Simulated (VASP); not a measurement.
# Si in VASP: single point with LDA

Aim: the single point of Si with LDA.

Everything below comes from runs of VASP 6.6.1. Logs are shortened: lines on timing, memory, paths and dates and some standing lists are left out, and cuts for length are marked.

## (1) The cell of the first run

The typed cell holds 4 atoms: a = 5.045 Å, b = 5.045 Å, c = 5.045 Å, α = 98.22°, β = 98.22°, γ = 135.57°.

## (2) Single point, LDA

Contents of INCAR:

```
PREC = Accurate ; ENCUT = 520
EDIFF = 1E-6 ; ISMEAR = 0
SIGMA = 0.03 ; LREAL = False
LASPH = True ; NELM = 100
ALGO = Normal ; ISIF = 2
LWAVE = False ; LCHARG = True
LELF = True ; LVHAR = True
NBANDS = 16
```

Contents of KPOINTS:

```
Automatic mesh
0
Gamma
  10 10 10
```

Contents of POSCAR:

```
Si
1.0
   -3.3023286669      3.3024039000      1.9073547646
    3.3024203325     -3.3024092117      1.9074315912
    3.3025433741      3.3026153089     -1.9073800774
Si
4
Direct
    0.1787813194      0.1787800020      0.3575731620
    0.8212023484      0.8212034769      0.6424265918
    0.1787871158      0.8212211063     -0.0000030129
    0.8212292164      0.1787954148      0.0000032591
```

Potentials or basis: VASP PAW LDA potentials, release 64 (Si).

Started as:

```sh
$ cat potpaw_LDA.64/Si/POTCAR > POTCAR
$ mpirun -np 1 vasp_std > vasp.out
```

OUTCAR:

```text
PREC = Accurate
   ENCUT = 520
   EDIFF = 1E-6
   ISMEAR = 0
   LREAL = False
   LASPH = True
   NELM = 100
   ISIF = 2

 ion  position               nearest neighbor table
   1  0.179  0.179  0.358-   2 2.33   2 2.33   3 2.36   4 2.36
   2  0.821  0.821  0.642-   1 2.33   1 2.33   4 2.36   3 2.36
   3  0.179  0.821  1.000-   4 2.33   4 2.33   1 2.36   2 2.36
   4  0.821  0.179  0.000-   3 2.33   3 2.33   2 2.36   1 2.36

  LATTYP: Found a base centered monoclinic cell.
 ALAT       =    20.8872863539
 B/A-ratio  =     0.1826367625
 C/A-ratio  =     0.3162219879
 COS(beta)  =    -0.9486861100

  Lattice vectors:

 A1 = (  -3.3028497469,  -9.9076292061,  -1.9073809656)
 A2 = (  -3.3027580813,  -9.9076345178,   1.9074053902)
 A3 = (   0.0002147072,   6.6050192089,  -0.0000253128)

Analysis of symmetry for initial positions (statically):
=====================================================================
 Subroutine PRICEL returns:
 Original cell was already a primitive cell.

 Routine SETGRP: Setting up the symmetry group for a
 base centered monoclinic supercell.

 Subroutine GETGRP returns: Found  1 space group operations
 (whereof  1 operations were pure point group operations)
 out of a pool of  4 trial point group operations.

The static configuration has the point symmetry C_1 .

Analysis of symmetry for dynamics (positions and initial velocities):
=====================================================================
 Subroutine PRICEL returns:
 Original cell was already a primitive cell.

 Routine SETGRP: Setting up the symmetry group for a
 base centered monoclinic supercell.

 Subroutine GETGRP returns: Found  1 space group operations
 (whereof  1 operations were pure point group operations)
 out of a pool of  4 trial point group operations.

The dynamic configuration has the point symmetry C_1 .

 Subroutine INISYM returns: Found  1 space group operations
 (whereof  1 operations are pure point group operations),
 and found     1 'primitive' translations

----------------------------------------------------------------------------------------

                                     Primitive cell

  volume of cell :      83.2118

  direct lattice vectors                    reciprocal lattice vectors
    -3.302328667  3.302403900  1.907354765    -0.000006769  0.151401019  0.262138089
     3.302420333 -3.302409212  1.907431591     0.151399242 -0.000003917  0.262134240
     3.302543374  3.302615309 -1.907380077     0.151396562  0.151395092 -0.000003427

  length of vectors
     5.044724803  5.044817334  5.045013318     0.302718758  0.302714536  0.214106032

  position of ions in fractional coordinates (direct lattice)
     0.178781319  0.178780002  0.357573162
     0.821202348  0.821203477  0.642426592
     0.178787116  0.821221106  0.999996987
     0.821229216  0.178795415  0.000003259

  ion indices of the primitive-cell ions
   primitive index   ion index
                 1           1
                 2           2
                 3           3
                 4           4

----------------------------------------------------------------------------------------

 KPOINTS: Automatic mesh

Automatic generation of k-mesh.
 Grid dimensions read from file:
 generate k-points for:   10   10   10

 Generating k-lattice:

  Cartesian coordinates                     Fractional coordinates (reciprocal lattice)
    -0.000000677  0.015140102  0.026213809     0.100000000 -0.000000000  0.000000000
     0.015139924 -0.000000392  0.026213424     0.000000000  0.100000000  0.000000000
     0.015139656  0.015139509 -0.000000343    -0.000000000  0.000000000  0.100000000

  Length of vectors
     0.030271876  0.030271454  0.021410603

  Shift w.r.t. Gamma in fractional coordinates (k-lattice)
     0.000000000  0.000000000  0.000000000

 Subroutine IBZKPT returns following result:
 ===========================================

 Found    504 irreducible k-points:

 Following reciprocal coordinates:
            Coordinates               Weight
  0.000000  0.000000  0.000000      1.000000
  0.100000 -0.000000  0.000000      2.000000
  0.000000 -0.100000 -0.000000      2.000000
  0.200000 -0.000000  0.000000      2.000000
  0.000000 -0.200000 -0.000000      2.000000
  0.300000 -0.000000 -0.000000      2.000000
[... 16 lines left out ...]
 -0.300000  0.100000  0.000000      2.000000
 -0.100000  0.300000  0.000000      2.000000
 [... further k-points ...]
   k-points           NKPTS =    504   k-points in BZ     NKDIM =    504   number of bands    NBANDS=     16
   number of dos      NEDOS =    301   number of ions     NIONS =      4
   total plane-waves  NPLWV =  64000
   dimension x,y,z NGX =    40 NGY =   40 NGZ =   40
   dimension x,y,z NGXF=    80 NGYF=   80 NGZF=   80
   ions per type =               4
   NGX,Y,Z   is equivalent  to a cutoff of  13.18, 13.18, 13.18 a.u.
   NGXF,Y,Z  is equivalent  to a cutoff of  26.36, 26.36, 26.36 a.u.
 SYSTEM =  unknown system
   PREC   = accura    normal or accurate (medium, high low for compatibility)
   ISTART =      0    job   : 0-new  1-cont  2-samecut
   ICHARG =      2    charge: 1-file 2-atom 10-const
   ISPIN  =      1    spin polarized calculation?
   LNONCOLLINEAR =      F non collinear calculations
   LSORBIT =      F    spin-orbit coupling
   LASPH  =      T    aspherical Exc in radial PAW
   ENCUT  =  520.0 eV  38.22 Ry    6.18 a.u.   9.38  9.38  9.38*2*pi/ulx,y,z
   NELM   =    100;   NELMIN=  2; NELMDL= -5     # of ELM steps
   EDIFF  = 0.1E-05   stopping-criterion for ELM
   LREAL  =      F    real-space projection
   EDIFFG = 0.1E-04   stopping-criterion for IOM
   NSW    =      0    number of steps for IOM
   IBRION =     -1    ionic relax: 0-MD 1-quasi-New 2-CG
   NFREE  =      0    steps in history (QN), initial steepest desc. (CG)
   ISIF   =      2    stress and relaxation
   ISYM   =      2    0-nonsym 1-usesym 2-fastsym
   POTIM  = 0.5000    time-step for ionic-motion
   TEBEG  =    0.0;   TEEND  =   0.0 temperature during run
   PSTRESS=    0.0 pullay stress
   NELECT =      16.0000    total number of electrons
   NUPDOWN=      -1.0000    fix difference up-down
   EMIN   =  10.00;   EMAX   =-10.00  energy-range for DOS
   EFERMI =   0.00;   METHOD = LEGACY
   ISMEAR =     0;   SIGMA  =   0.03  broadening in eV -4-tet -1-fermi 0-gaus
   EFERMI_NEDOS =   21; number of points for ismear=-14 and -15
   IALGO  =     38    algorithm
   IMIX   =      4    mixing-type and parameters
     AMIX     =   0.40;   BMIX     =  1.00
     AMIX_MAG =   1.60;   BMIX_MAG =  1.00
  volume/ion in A,a.u.               =      20.80       140.39
  Fermi-wavevector in a.u.,A,eV,Ry     =   0.944902  1.785605 12.147812  0.892839
  Thomas-Fermi vector in A             =   2.072751
   LORBIT       =      0    0 simple, 1 ext, 2 COOP (PROOUT), +10 PAW based schemes
   GGA     = CA    functional components
   LHFCALC =     F    Hartree Fock is set to
   AEXX    =    0.0000 exact exchange contribution
   IVDW    =     0    specifies the selected vdW correction
   LEPSILON=     F    determine dielectric tensor
   LRPA    =     F    only Hartree local field effects (RPA)
 non-spin polarized calculation
 Gauss-broadening in eV      SIGMA  =   0.03
  energy-cutoff  :      520.00
  volume of cell :       83.21
 maximum number of plane-waves:      2261
 NGX is ok and might be reduce to    40
   NGX = 19   NGY = 19   NGZ = 19

 number of electron      16.0000000 magnetization

 Free energy of the ion-electron system (eV)
  ---------------------------------------------------
  ext. energy  EPLUGINS =         0.00000000
  ---------------------------------------------------
  free energy    TOTEN  =       -23.38203534 eV

  energy without entropy =      -23.38203534  energy(sigma->0) =      -23.38203534

 E-fermi :   5.6932     XC(G=0):  -9.3859

 val. band max:        5.5976712822   @ k =   0.5000   0.5000   0.5000
 cond. band min:       5.7953195816   @ k =   0.2000   0.1000  -0.1000
 fundamental gap:      0.1976482994
 Fermi energy:         5.6932417207

 k-point     1 :       0.0000    0.0000    0.0000
  band No.  band energies     occupation
      1      -6.5937      2.00000
      2      -2.2785      2.00000
      3      -0.0356      2.00000
      4      -0.0349      2.00000
      5       1.7412      2.00000
      6       4.0930      2.00000
[... 8 lines left out ...]
     15      11.0051      0.00000
     16      12.2961      0.00000

 k-point     2 :       0.1000   -0.0000    0.0000
  band No.  band energies     occupation
      1      -6.4809      2.00000
      2      -2.3056      2.00000
      3      -0.1796      2.00000
      4       0.1340      2.00000
      5       1.8450      2.00000
      6       3.4533      2.00000
[... 8 lines left out ...]
     15      10.5087      0.00000
     16      12.8842      0.00000

 k-point     3 :       0.0000   -0.1000   -0.0000
  band No.  band energies     occupation
      1      -6.4809      2.00000
      2      -2.3056      2.00000
      3      -0.1796      2.00000
      4       0.1340      2.00000
      5       1.8450      2.00000
      6       3.4533      2.00000
[... 8 lines left out ...]
     15      10.5087      0.00000
     16      12.8842      0.00000

 k-point     4 :       0.2000   -0.0000    0.0000
  band No.  band energies     occupation
      1      -6.1481      2.00000
      2      -2.3231      2.00000
      3      -0.5919      2.00000
      4       0.4172      2.00000
      5       2.0017      2.00000
      6       2.3687      2.00000
[... 8 lines left out ...]
     15      10.8086      0.00000
     16      12.4909      0.00000
[... 324 lines left out ...]
 k-point    22 :      -0.1000    0.4000    0.0000
  band No.  band energies     occupation
      1      -5.4183      2.00000
      2      -2.7075      2.00000
      3      -1.5154      2.00000
      4       0.4382      2.00000
      5       1.3694      2.00000
      6       2.5141      2.00000
[... 8 lines left out ...]
     15      11.4739      0.00000
     16      12.3503      0.00000

 k-point    23 :      -0.3000    0.1000    0.0000
  band No.  band energies     occupation
      1      -5.9864      2.00000
      2      -2.7877      2.00000
      3      -0.8229      2.00000
      4       0.7438      2.00000
      5       2.1409      2.00000
      6       2.5229      2.00000
[... 8 lines left out ...]
     15      11.3425      0.00000
     16      11.8213      0.00000

 k-point    24 :      -0.1000    0.3000    0.0000
  band No.  band energies     occupation
      1      -5.9864      2.00000
      2      -2.7877      2.00000
      3      -0.8230      2.00000
      4       0.7437      2.00000
      5       2.1409      2.00000
      6       2.5230      2.00000
[... 8 lines left out ...]
     15      11.3420      0.00000
     16      11.8212      0.00000

 [... further k-points ...]

------------------------ aborting loop because EDIFF is reached ----------------------------------------

  FORCE on cell =-STRESS in cart. coord.  units (eV):
  Direction    XX          YY          ZZ          XY          YZ          ZX
  --------------------------------------------------------------------------------------
  -------------------------------------------------------------------------------------
  Total        0.0219705      0.0215318      0.0181968     -0.0009154      0.0001705     -0.0008478
  in kB        0.4230249      0.4145779      0.3503654     -0.0176253      0.0032830     -0.0163246
  external PRESSURE =       0.3959894 kB  Pullay stress =       0.0000000 kB

 VOLUME and BASIS-vectors are now :
 -----------------------------------------------------------------------------
  energy-cutoff  :      520.00
  volume of cell :       83.21
      direct lattice vectors                 reciprocal lattice vectors
    -3.302328667  3.302403900  1.907354765    -0.000006769  0.151401019  0.262138089
     3.302420333 -3.302409212  1.907431591     0.151399242 -0.000003917  0.262134240
     3.302543374  3.302615309 -1.907380077     0.151396562  0.151395092 -0.000003427

 POSITION                                       TOTAL-FORCE (eV/Angst)
 -----------------------------------------------------------------------------------
      1.18091      1.18093     -0.00002         0.002895      0.002805      0.000042
      2.12172      2.12168      1.90736        -0.002871     -0.002802      0.000075
      5.42414      1.18102      0.00006        -0.002891      0.002913     -0.000092
     -2.12150      2.12159      1.90741         0.002867     -0.002916     -0.000026
 -----------------------------------------------------------------------------------
    total drift:                                0.000000      0.000000      0.000000

  FREE ENERGIE OF THE ION-ELECTRON SYSTEM (eV)
  ---------------------------------------------------
  free  energy   TOTEN  =       -23.3820353417 eV

  energy  without entropy=      -23.3820353392  energy(sigma->0) =      -23.38203534
```

Wall time 9.4 min (1 thread of Intel Xeon Platinum 8259CL at 2.50GHz (Skylake/Cascade Lake), shared host); peak memory 0.55 GiB.

What came out:

```yaml
Free_energy: -23.3820 eV
Pressure: 0.0 GPa
Largest_force: 0.004 eV/Å
Band_gap_on_the_k_mesh: 0.20 eV (least direct gap 0.27 eV)
```

Forces in eV/Å, atoms in the order of the input:
```
Si   0.003  0.003  0.000
Si  -0.003 -0.003  0.000
Si  -0.003  0.003  0.000
Si   0.003 -0.003  0.000
```

A k mesh can miss the band edges.
